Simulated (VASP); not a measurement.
Input of a VASP 6.6.1 run:

File INCAR:

```
PREC = Accurate ; ENCUT = 520
EDIFF = 1E-6 ; ISMEAR = -1
SIGMA = 0.05 ; LREAL = F
LASPH = T ; NELM = 80
ALGO = Normal ; ISIF = 2
LWAVE = F ; LCHARG = F
GGA = PS ; NBANDS = 8
ISYM = 0
```

File KPOINTS:

```
Automatic mesh
0
Gamma
  24 24 24
  0.5 0.5 0.5
```

POSCAR

```
B
1.0
    0.0000000000      1.1523929726      1.1523929726
    1.1523929726      0.0000000000      1.1523929726
    1.1523929726      1.1523929726      0.0000000000
B
1
Direct
    0.0000000000      0.0000000000      0.0000000000
```

Potentials or basis: VASP PAW PBE potentials, release 64 (B).

The run is started by

```console
$ cat potpaw_PBE.64/B/POTCAR > POTCAR
$ mpirun -np 1 vasp_std > vasp.out
```

Q: Predict the pressure.

A: 560.6 GPa.

Caveat: the PAW data sets were made with another functional, which shifts forces and pressure a little.
